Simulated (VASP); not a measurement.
Set up this calculation in VASP 6.6.1, as the native input.

* Task: single point
* Functional: LDA
* Potentials or basis: VASP PAW LDA potentials, release 64 (Bi_d)
* Cutoff: 520 eV
* k mesh: 8 × 6 × 1
* Occupations: gaussian, width 0.1 eV
* Spin: no spin polarisation
* Dipole correction: yes
* Further INCAR settings: ALGO = Normal; EDIFF = 1e-06; NBANDS = 86

The structure of Bi lies in POSCAR:

```
Bi
1.0
    4.6273409022      0.0000000000      0.0000000000
    0.2628586486      6.4450862217      0.0000000000
    0.0000000000      0.0000000000     23.9879802513
Bi
10
Direct
    0.0136599391      0.2745256473      0.3190018469
    0.9863400609      0.7254743527      0.3190018469
    0.4873992592      0.7630838736      0.4041223237
    0.5126007408      0.2369161264      0.4041223237
    0.0144464088      0.2762526677      0.4999999988
    0.9855535912      0.7237473323      0.4999999988
    0.4873992592      0.7630838733      0.5958776760
    0.5126007408      0.2369161267      0.5958776760
    0.0136599388      0.2745256475      0.6809981546
    0.9863400612      0.7254743525      0.6809981546
```

One way to write it, as run:

INCAR

```
SYSTEM = Bi
PREC     = Accurate       ! precision mode
ENCUT    = 520            ! plane-wave cutoff, eV
EDIFF    = 1E-6           ! SCF threshold, eV
ISMEAR   = 0              ! smearing method
SIGMA    = 0.1            ! smearing width, eV
LREAL    = .False.        ! projectors in reciprocal space
LASPH    = .True.         ! aspherical terms in the spheres
NELM     = 60             ! most SCF steps
ALGO     = Normal         ! electronic algorithm
ISIF     = 2              ! what is computed and relaxed
LWAVE    = .False.        ! write WAVECAR
LCHARG   = .False.        ! write CHGCAR
LDIPOL   = .True.       
IDIPOL   = 3            
DIPOL    = 0.5 0.5 0.500
NBANDS   = 86             ! bands
KPAR     = 4
```

KPOINTS

```
Automatic mesh
0
Gamma
  8 6 1
  0 0 0
```

Potentials or basis: VASP PAW LDA potentials, release 64 (Bi_d).

The run is started by

```bash
$ cat potpaw_LDA.64/Bi_d/POTCAR > POTCAR
$ mpirun -np 4 vasp_std > vasp.out
```

Results of the run:

* Largest force: 0.035 eV/Å

Wall time 13 min on 4 MPI ranks on Intel(R) Xeon(R) Platinum 8175M CPU @ 2.50GHz (Skylake/Cascade Lake), on a shared host, peak memory 1.2 GiB a rank.
